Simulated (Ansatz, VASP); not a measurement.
# InAs: VASP beside Ansatz

The input INCAR:

```
ALGO = Normal
EDIFF = 1E-6
ENCUT = 520
GGA = PE
ISIF = 2
ISMEAR = 0
LASPH = T
LCHARG = F
LREAL = F
LWAVE = F
NBANDS = 16
NELM = 60
PREC = Accurate
SIGMA = 0.15
```

KPOINTS

```
k-points
0
Gamma
  16 16 16
```

POSCAR

```
InAs
1.0
    0.0000000000      3.1397803528      3.1861810476
    3.1397803528      0.0000000000      3.1861810476
    3.1397803528      3.1397803528      0.0000000000
In As
1 1
Direct
    0.0000000000      0.0000000000      0.0000000000
    0.7500000000      0.7500000000      0.7500000000
```

Input for Ansatz:

```yaml
crystal:
  lattice:
    - [0.0, 3.1397803528, 3.1861810476]
    - [3.1397803528, 0.0, 3.1861810476]
    - [3.1397803528, 3.1397803528, 0.0]
  atoms:
    - { symbol: In, position: [0.0, 0.0, 0.0] }
    - { symbol: As, position: [0.75, 0.75, 0.75] }
basis:
  ecutwfc: 420
kpoints:
  mp_grid: { grid: [16, 16, 16] }
hamiltonian:
  xc: pbe
scf:
  occupations: { method: gaussian, width: 0.15 }
output:
  forces: true
  stress: true
  eigenvalues: true
```

Change from the starting cell: strain +0.015 along x and y, +0.030 along z, atoms carried along.

Alike in both runs: task single point; functional PBE; k mesh 16 × 16 × 16; occupations gaussian, width 0.15 eV; no spin polarisation.

```csv
,VASP,Ansatz
version,VASP 6.6.1,Ansatz 0.2.0
potentials or method,"VASP PAW PBE potentials, release 64 (In_d, As), cutoff 520 eV","scalar-relativistic, plane waves, PAW"
valence electrons in the cell,18,28
```

|  | VASP | Ansatz | Ansatz less VASP |
| --- | --- | --- | --- |
| gap on the k mesh at the Fermi level (eV) | none | none | - |
| pressure (GPa) | -2.5 | -2.5 | -0.02 |
| traceless stress, the component that is largest in VASP (GPa) | -0.34 | -0.34 | -0.001 |

A gap of «none» marks a metal or a gap that the smearing closes. VASP's potentials hold 18 valence electrons a cell and Ansatz's 28, so a difference there can come from the potentials and not from the codes.
